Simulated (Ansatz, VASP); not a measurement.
# B4Ru in VASP and in Ansatz

```xyz
5
Lattice="3.4684 0.0000 0.0000 0.0000 3.4684 0.0000 0.0000 0.0000 3.4684" Properties=species:S:1:pos:R:3 pbc="T T T"
B     0.0000    0.0000    0.0000
B     1.7342    0.0000    0.0000
B     0.0000    1.7342    0.0000
B     0.0000    0.0000    1.7342
Ru    1.7342    1.7342    1.7342
```

Alike in both runs: functional PBE; k mesh 4 × 4 × 4; occupations gaussian, width 0.1 eV; no spin polarisation.

Ansatz relaxed the structure, and its values are those at the end. VASP's run is a single point on that final structure, the one shown.

|  | VASP | Ansatz |
| --- | --- | --- |
| version | VASP 6.6.1 | Ansatz 0.2.0 |
| potentials or method | VASP PAW PBE potentials, release 64 (B, Ru_pv), cutoff 520 eV | scalar-relativistic, plane waves, PAW |
| valence electrons in the cell | 26 | 28 |

```csv
,VASP,Ansatz,Ansatz less VASP
gap on the k mesh at the Fermi level (eV),none,none,-
pressure (GPa),-0.3,-0.3,-0.04
```

A gap of «none» marks a metal or a gap that the smearing closes. VASP's potentials hold 26 valence electrons a cell and Ansatz's 28, so a difference there can come from the potentials and not from the codes.

The k mesh is coarse, so the values compare programs but aren't converged.
